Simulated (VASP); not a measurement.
# C (P6_3/mmc) in VASP: single point with HSE06

Aim: the single point of C with HSE06.

Program: VASP 6.6.1. These are calculated values, not measurements. Logs are shortened: lines on timing, memory, paths and dates and some standing lists are left out, and cuts for length are marked.

**1. The cell of the first run**

It takes space group P6_3/mmc (No. 194, hexagonal). Conventional cell: a = 2.503 Å, b = 2.503 Å, c = 4.311 Å, α = 90.00°, β = 90.00°, γ = 120.00°. Within 2.1 Å of C (site symmetry 3m) lie 4 C at 1.54 to 1.62 Å.

**2. Single point, HSE06 (uniaxial z strain +3.4%)**

POSCAR

```
C
1.0
    2.5031953710      0.0000000000      0.0000000000
   -1.2515976855      2.1678307819      0.0000000000
    0.0000000000      0.0000000000      4.3114446039
C
4
Direct
    0.3333333333      0.6666666667     -0.0003803633
    0.6666666667      0.3333333333      0.4996196367
    0.3333333333      0.6666666667      0.3753803633
    0.6666666667      0.3333333333      0.8753803633
```

INCAR.step1

```
PREC     = Accurate       # precision mode
ENCUT    = 520            # plane-wave cutoff, eV
EDIFF    = 1E-5           # SCF threshold, eV
ISMEAR   = 0              # smearing method
SIGMA    = 0.01           # smearing width, eV
LREAL    = F              # projectors in reciprocal space
LASPH    = T              # aspherical terms in the spheres
NELM     = 60             # most SCF steps
ALGO     = Normal         # electronic algorithm
ISIF     = 2              # what is computed and relaxed
LWAVE    = T              # write WAVECAR
NBANDS   = 16             # bands
GGA      = PE             # functional
```

INCAR.step2

```
PREC     = Accurate       # precision mode
ENCUT    = 520            # plane-wave cutoff, eV
EDIFF    = 1E-6           # SCF threshold, eV
ISMEAR   = 0              # smearing method
SIGMA    = 0.01           # smearing width, eV
LREAL    = F              # projectors in reciprocal space
LASPH    = T              # aspherical terms in the spheres
NELM     = 60             # most SCF steps
ALGO     = Normal         # electronic algorithm
ISIF     = 2              # what is computed and relaxed
LWAVE    = F              # write WAVECAR
LCHARG   = T              # write CHGCAR
GGA      = PE             # functional
LHFCALC  = T              # exact exchange
HFSCREEN = 0.2079         # screening, 1/A
PRECFOCK = Normal       
LELF     = T              # ELF
LVHAR    = T            
NBANDS   = 16             # bands
ISTART   = 1
```

KPOINTS

```
regular mesh
0
Gamma
  9 9 4
```

Potentials or basis: VASP PAW PBE potentials, release 64 (C).

On the command line:

```
$ cat potpaw_PBE.64/C/POTCAR > POTCAR
$ cp INCAR.step1 INCAR
$ mpirun -np 1 vasp_std > vasp.out
$ cp INCAR.step2 INCAR
$ mpirun -np 1 vasp_std > vasp.out
```

OUTCAR:

```text
PREC = Accurate
   ENCUT = 520
   EDIFF = 1E-6
   ISMEAR = 0
   LREAL = F
   LASPH = T
   NELM = 60
   ISIF = 2
   GGA = PE
   LHFCALC = T
   HFSCREEN = 0.2079
   PRECFOCK = Normal
   ISTART = 1

 ion  position               nearest neighbor table
   1  0.333  0.667  1.000-   4 1.54   4 1.54   4 1.54   3 1.62
   2  0.667  0.333  0.500-   3 1.54   3 1.54   3 1.54   4 1.62
   3  0.333  0.667  0.375-   2 1.54   2 1.54   2 1.54   1 1.62
   4  0.667  0.333  0.875-   1 1.54   1 1.54   1 1.54   2 1.62

  LATTYP: Found a hexagonal cell.
 ALAT       =     2.5031953710
 C/A-ratio  =     1.7223763889

  Lattice vectors:

 A1 = (   2.5031953710,   0.0000000000,   0.0000000000)
 A2 = (  -1.2515976855,   2.1678307819,   0.0000000000)
 A3 = (   0.0000000000,   0.0000000000,   4.3114446039)

Analysis of symmetry for initial positions (statically):
=====================================================================
 Subroutine PRICEL returns:
 Original cell was already a primitive cell.

 Routine SETGRP: Setting up the symmetry group for a
 hexagonal supercell.

 Subroutine GETGRP returns: Found 24 space group operations
 (whereof  6 operations were pure point group operations)
 out of a pool of 24 trial point group operations.

The static configuration has the point symmetry C_3v.
 The point group associated with its full space group is D_6h.

Analysis of symmetry for dynamics (positions and initial velocities):
=====================================================================
 Subroutine PRICEL returns:
 Original cell was already a primitive cell.

 Routine SETGRP: Setting up the symmetry group for a
 hexagonal supercell.

 Subroutine GETGRP returns: Found 24 space group operations
 (whereof  6 operations were pure point group operations)
 out of a pool of 24 trial point group operations.

The dynamic configuration has the point symmetry C_3v.
 The point group associated with its full space group is D_6h.

 Subroutine INISYM returns: Found 24 space group operations
 (whereof  6 operations are pure point group operations),
 and found     1 'primitive' translations

----------------------------------------------------------------------------------------

                                     Primitive cell

  volume of cell :      23.3961

  direct lattice vectors                    reciprocal lattice vectors
     2.503195371  0.000000000  0.000000000     0.399489393  0.230645309  0.000000000
    -1.251597685  2.167830782  0.000000000     0.000000000  0.461290617  0.000000000
     0.000000000  0.000000000  4.311444604     0.000000000  0.000000000  0.231940821

  length of vectors
     2.503195371  2.503195371  4.311444604     0.461290617  0.461290617  0.231940821

  position of ions in fractional coordinates (direct lattice)
     0.333333333  0.666666667  0.999619637
     0.666666667  0.333333333  0.499619637
     0.333333333  0.666666667  0.375380363
     0.666666667  0.333333333  0.875380363

  ion indices of the primitive-cell ions
   primitive index   ion index
                 1           1
                 2           2
                 3           3
                 4           4

----------------------------------------------------------------------------------------

 KPOINTS: regular mesh

Automatic generation of k-mesh.
 Grid dimensions read from file:
 generate k-points for:    9    9    4

 Generating k-lattice:

  Cartesian coordinates                     Fractional coordinates (reciprocal lattice)
     0.044387710  0.025627257  0.000000000     0.111111111  0.000000000  0.000000000
     0.000000000  0.051254513  0.000000000     0.000000000  0.111111111  0.000000000
     0.000000000  0.000000000  0.057985205     0.000000000  0.000000000  0.250000000

  Length of vectors
     0.051254513  0.051254513  0.057985205

  Shift w.r.t. Gamma in fractional coordinates (k-lattice)
     0.000000000  0.000000000  0.000000000

 Subroutine IBZKPT returns following result:
 ===========================================

 Found     36 irreducible k-points:

 Following reciprocal coordinates:
            Coordinates               Weight
  0.000000  0.000000  0.000000      1.000000
  0.111111  0.000000  0.000000      6.000000
  0.222222  0.000000  0.000000      6.000000
  0.333333  0.000000  0.000000      6.000000
  0.444444  0.000000  0.000000      6.000000
  0.111111  0.111111  0.000000      6.000000
[... 16 lines left out ...]
  0.333333  0.222222  0.250000     24.000000
  0.333333  0.333333  0.250000      4.000000
 [... further k-points ...]
   k-points           NKPTS =     36   k-points in BZ     NKDIM =    324   number of bands    NBANDS=     16
   number of dos      NEDOS =    301   number of ions     NIONS =      4
   total plane-waves  NPLWV =  12800
   dimension x,y,z NGX =    20 NGY =   20 NGZ =   32
   dimension x,y,z NGXF=    40 NGYF=   40 NGZF=   64
   ions per type =               4
   NGX,Y,Z   is equivalent  to a cutoff of  13.28, 13.28, 12.34 a.u.
   NGXF,Y,Z  is equivalent  to a cutoff of  26.57, 26.57, 24.68 a.u.
 SYSTEM =  unknown system
   PREC   = accura    normal or accurate (medium, high low for compatibility)
   ISTART =      1    job   : 0-new  1-cont  2-samecut
   ICHARG =      0    charge: 1-file 2-atom 10-const
   ISPIN  =      1    spin polarized calculation?
   LNONCOLLINEAR =      F non collinear calculations
   LSORBIT =      F    spin-orbit coupling
   LASPH  =      T    aspherical Exc in radial PAW
   ENCUT  =  520.0 eV  38.22 Ry    6.18 a.u.   4.65  4.65  8.02*2*pi/ulx,y,z
   NELM   =     60;   NELMIN=  2; NELMDL=  0     # of ELM steps
   EDIFF  = 0.1E-05   stopping-criterion for ELM
   LREAL  =      F    real-space projection
   EDIFFG = 0.1E-04   stopping-criterion for IOM
   NSW    =      0    number of steps for IOM
   IBRION =     -1    ionic relax: 0-MD 1-quasi-New 2-CG
   NFREE  =      0    steps in history (QN), initial steepest desc. (CG)
   ISIF   =      2    stress and relaxation
   ISYM   =      3    0-nonsym 1-usesym 2-fastsym
   POTIM  = 0.5000    time-step for ionic-motion
   TEBEG  =    0.0;   TEEND  =   0.0 temperature during run
   PSTRESS=    0.0 pullay stress
   NELECT =      16.0000    total number of electrons
   NUPDOWN=      -1.0000    fix difference up-down
   EMIN   =  10.00;   EMAX   =-10.00  energy-range for DOS
   EFERMI =   0.00;   METHOD = LEGACY
   ISMEAR =     0;   SIGMA  =   0.01  broadening in eV -4-tet -1-fermi 0-gaus
   EFERMI_NEDOS =   21; number of points for ismear=-14 and -15
   IALGO  =     38    algorithm
   IMIX   =      1    mixing-type and parameters
     AMIX     =   0.40;   BMIX     =  1.00
     AMIX_MAG =   1.60;   BMIX_MAG =  1.00
  volume/ion in A,a.u.               =       5.85        39.47
  Fermi-wavevector in a.u.,A,eV,Ry     =   1.442338  2.725624 28.304747  2.080340
  Thomas-Fermi vector in A             =   2.560870
   LORBIT       =      0    0 simple, 1 ext, 2 COOP (PROOUT), +10 PAW based schemes
   GGA     = PE    functional components
   LHFCALC =     T    Hartree Fock is set to
   PRECFOCK=normal    Normal, Fast or Accurate (Low or Medium for compatibility)
   ENCUT4O =  -1.0   cutoff for four orbital integrals eV
   NKREDX  =     1    reduce k-point grid by
   NKREDY  =     1    reduce k-point grid by
   NKREDZ  =     1    reduce k-point grid by
   AEXX    =    0.2500 exact exchange contribution
   HFSCREEN=    0.2079 screening length (either q_TF or 0.3 A-1)
   HFSCREENC=   0.2079 screening length for correlation (either q_TF or 0.3 A-1)
   ENCUTFOCK=  -1.0 apply spherical cutoff to Coloumb kernel
   IVDW    =     0    specifies the selected vdW correction
   LEPSILON=     F    determine dielectric tensor
   LRPA    =     F    only Hartree local field effects (RPA)
 non-spin polarized calculation
 Gauss-broadening in eV      SIGMA  =   0.01
  energy-cutoff  :      520.00
  volume of cell :       23.40
 maximum number of plane-waves:       641
 NGX is ok and might be reduce to    20
  NGX = 14; NGY = 14; NGZ = 28

 number of electron      16.0000002 magnetization

 Free energy of the ion-electron system (eV)
  ---------------------------------------------------
  ext. energy  EPLUGINS =         0.00000000
  ---------------------------------------------------
  free energy    TOTEN  =       -41.86626312 eV

  energy without entropy =      -41.86626312  energy(sigma->0) =      -41.86626312

 E-fermi :   9.0336     XC(G=0): -10.7024

 val. band max:        8.8762209769   @ k =   0.0000   0.0000   0.0000
 cond. band min:      13.4428562041   @ k =   0.3333   0.3333   0.0000
 fundamental gap:      4.5666352272
 Fermi energy:         9.0335917131

 k-point     1 :       0.0000    0.0000    0.0000
  band No.  band energies     occupation
      1     -14.4651      2.00000
      2      -9.1647      2.00000
      3      -5.5062      2.00000
      4       6.0228      2.00000
      5       6.0228      2.00000
      6       8.5873      2.00000
[... 8 lines left out ...]
     15      24.4864      0.00000
     16      27.8447      0.00000

 k-point     2 :       0.1111    0.0000    0.0000
  band No.  band energies     occupation
      1     -14.1320      2.00000
      2      -8.8594      2.00000
      3      -5.1904      2.00000
      4       4.4517      2.00000
      5       5.3820      2.00000
      6       7.5165      2.00000
[... 8 lines left out ...]
     15      24.9614      0.00000
     16      27.4134      0.00000

 k-point     3 :       0.2222    0.0000    0.0000
  band No.  band energies     occupation
      1     -13.1394      2.00000
      2      -7.9490      2.00000
      3      -4.2919      2.00000
      4       1.1588      2.00000
      5       4.1159      2.00000
      6       4.6315      2.00000
[... 8 lines left out ...]
     15      25.1946      0.00000
     16      25.8482      0.00000
[... 362 lines left out ...]
 k-point    23 :       0.3333    0.2222    0.2500
  band No.  band energies     occupation
      1      -8.1232      2.00000
      2      -5.5006      2.00000
      3      -4.6258      2.00000
      4      -2.1486      2.00000
      5      -0.9181      2.00000
      6       1.5272      2.00000
[... 8 lines left out ...]
     15      25.2026      0.00000
     16      26.9825      0.00000

 k-point    24 :       0.3333    0.3333    0.2500
  band No.  band energies     occupation
      1      -6.3255      2.00000
      2      -6.3255      2.00000
      3      -3.2437      2.00000
      4      -3.2437      2.00000
      5      -2.2935      2.00000
      6       0.3517      2.00000
[... 8 lines left out ...]
     15      26.5149      0.00000
     16      26.5149      0.00000

 [... further k-points ...]

------------------------ aborting loop because EDIFF is reached ----------------------------------------

  FORCE on cell =-STRESS in cart. coord.  units (eV):
  Direction    XX          YY          ZZ          XY          YZ          ZX
  --------------------------------------------------------------------------------------
  -------------------------------------------------------------------------------------
  Total       -0.6684664     -0.6684664     -6.7665327     -0.0000000      0.0000000     -0.0000000
  in kB      -45.7769863    -45.7769863   -463.3763174     -0.0000000      0.0000000     -0.0000000
  external PRESSURE =    -184.9767634 kB  Pullay stress =       0.0000000 kB

 VOLUME and BASIS-vectors are now :
 -----------------------------------------------------------------------------
  energy-cutoff  :      520.00
  volume of cell :       23.40
      direct lattice vectors                 reciprocal lattice vectors
     2.503195371  0.000000000  0.000000000     0.399489393  0.230645309  0.000000000
    -1.251597685  2.167830782  0.000000000     0.000000000  0.461290617  0.000000000
     0.000000000  0.000000000  4.311444604     0.000000000  0.000000000  0.231940821

 POSITION                                       TOTAL-FORCE (eV/Angst)
 -----------------------------------------------------------------------------------
     -0.00000      1.44522      4.30980         0.000000     -0.000000      0.067900
      1.25160      0.72261      2.15408        -0.000000      0.000000      0.067900
     -0.00000      1.44522      1.61843        -0.000000     -0.000000     -0.067900
      1.25160      0.72261      3.77415         0.000000      0.000000     -0.067900
 -----------------------------------------------------------------------------------
    total drift:                                0.000000     -0.000000     -0.000000

  FREE ENERGIE OF THE ION-ELECTRON SYSTEM (eV)
  ---------------------------------------------------
  free  energy   TOTEN  =       -41.8662631242 eV

  energy  without entropy=      -41.8662631242  energy(sigma->0) =      -41.86626312
```

Wall time 89 min (1 thread of Oxide Virtual Turin-like, shared host); peak memory 0.21 GiB.

What came out:

```
Free energy            : -41.8663 eV
Pressure               : -18.5 GPa
Largest force          : 0.068 eV/Å
Band gap on the k mesh : 4.57 eV (least direct gap 5.62 eV)
```

Forces on the atoms (eV/Å):
```
C    0.000  0.000  0.068
C    0.000  0.000  0.068
C    0.000  0.000 -0.068
C    0.000  0.000 -0.068
```

Stress tensor (GPa, compression positive):
```
 -4.58   0.00   0.00
  0.00  -4.58   0.00
  0.00   0.00 -46.34
```

Levels at points of the mesh, in eV from the valence-band top:
```
           k point  band 4  band 5  band 6  band 7  band 8  band 9  band 10  band 11  band 12  band 13
(0.00, 0.00, 0.00)   -2.85   -2.85   -0.29    0.00    0.00    5.62     6.79     6.79    10.18    11.09
(0.00, 0.00, 0.50)   -7.74   -1.67   -1.67   -1.67   -1.67    8.93     8.93     8.93     8.93     9.39
```

Caveat: the cell differs from its parent crystal (uniaxial z strain +3.4%); the cell stands under tension; the PAW data sets were made with another functional, which shifts forces and pressure a little; an odd mesh through Γ misses points on the zone boundary, where band edges can lie.
